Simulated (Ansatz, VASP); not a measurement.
One calculation of WS2, two programs

POSCAR

```
WS2
1.0
    3.1835163552      0.0000000000      0.0000000000
   -1.5917581776      2.7570060369      0.0000000000
    0.0000000000      0.0000000000     16.9505778900
W S
1 2
Direct
    0.0000000000      0.0000000000      0.0000000000
    0.3333333333      0.6666666667      0.0920005100
    0.3333333333      0.6666666667      0.9079994900
```

Contents of INCAR.step1:

```
ALGO     = Normal         # electronic algorithm
EDIFF    = 1E-5           # SCF threshold, eV
ENCUT    = 520            # plane-wave cutoff, eV
GGA      = PE             # functional
ISIF     = 2              # what is computed and relaxed
ISMEAR   = -1             # smearing method
LASPH    = True           # aspherical terms in the spheres
LREAL    = False          # projectors in reciprocal space
LWAVE    = True           # write WAVECAR
NBANDS   = 20             # bands
NELM     = 60             # most SCF steps
PREC     = Accurate       # precision mode
SIGMA    = 0.05           # smearing width, eV
```

File INCAR.step2:

```
ALGO     = Normal         # electronic algorithm
EDIFF    = 1E-6           # SCF threshold, eV
ENCUT    = 520            # plane-wave cutoff, eV
GGA      = PE             # functional
HFSCREEN = 0.2079         # screening, 1/A
ISIF     = 2              # what is computed and relaxed
ISMEAR   = -1             # smearing method
ISTART   = 1            
LASPH    = True           # aspherical terms in the spheres
LCHARG   = True           # write CHGCAR
LELF     = True           # ELF
LHFCALC  = True           # exact exchange
LREAL    = False          # projectors in reciprocal space
LVHAR    = True         
LWAVE    = False          # write WAVECAR
NBANDS   = 20             # bands
NELM     = 60             # most SCF steps
PREC     = Accurate       # precision mode
PRECFOCK = Normal       
SIGMA    = 0.05           # smearing width, eV
```

The input KPOINTS:

```
k-points
0
Gamma
  5 5 1
```

input.yaml

```yaml
crystal:
  lattice:
    - [3.1835163552, 0.0, 0.0]
    - [-1.5917581776, 2.7570060369, 0.0]
    - [0.0, 0.0, 16.95057789]
  atoms:
    - { symbol: W, position: [0.0, 0.0, 0.0] }
    - { symbol: S, position: [0.3333333333, 0.6666666667, 0.09200051] }
    - { symbol: S, position: [0.3333333333, 0.6666666667, 0.90799949] }
hamiltonian:
  xc: hse06
  pseudopotentials: { kind: paw }
kpoints:
  mp_grid: { grid: [5, 5, 1] }
  band_path:
    path:
      - [[0.0, 0.0, 0.0], [0.5, 0.0, 0.0], [0.3333333333, 0.3333333333, 0.0], [0.0, 0.0, 0.0], [0.0, 0.0, 0.5], [0.5, 0.0, 0.5], [0.3333333333, 0.3333333333, 0.5], [0.0, 0.0, 0.5]]
      - [[0.5, 0.0, 0.5], [0.5, 0.0, 0.0]]
      - [[0.3333333333, 0.3333333333, 0.0], [0.3333333333, 0.3333333333, 0.5]]
    npoints: 4
scf:
  occupations: { method: fermi_dirac, width: 0.05 }
  n_extra_bands: 7
output:
  forces: true
  stress: true
  eigenvalues: true
  fatbands: false
```

Alike in both runs: functional HSE06; k mesh 5 × 5 × 1; occupations fermi-dirac, width 0.05 eV; no spin polarisation.

```csv
,VASP,Ansatz
version,VASP 6.6.1,Ansatz 0.2.0
potentials or method,"VASP PAW PBE potentials, release 64 (W_sv, S)",Ansatz PAW
plane-wave cutoff (eV),520,420
valence electrons in the cell,26,26
task,single point,band structure
```

```csv
,VASP,Ansatz,Ansatz less VASP
gap on the k mesh at the Fermi level (eV),2.80,2.79,-0.007
rms of the force components (eV/Å),0.134,0.108,-0.0262
```

Atom by atom the forces differ by 0.026 eV/Å (rms over components).

The k mesh is coarse, so the values compare programs but aren't converged. Spin-orbit coupling is off throughout.
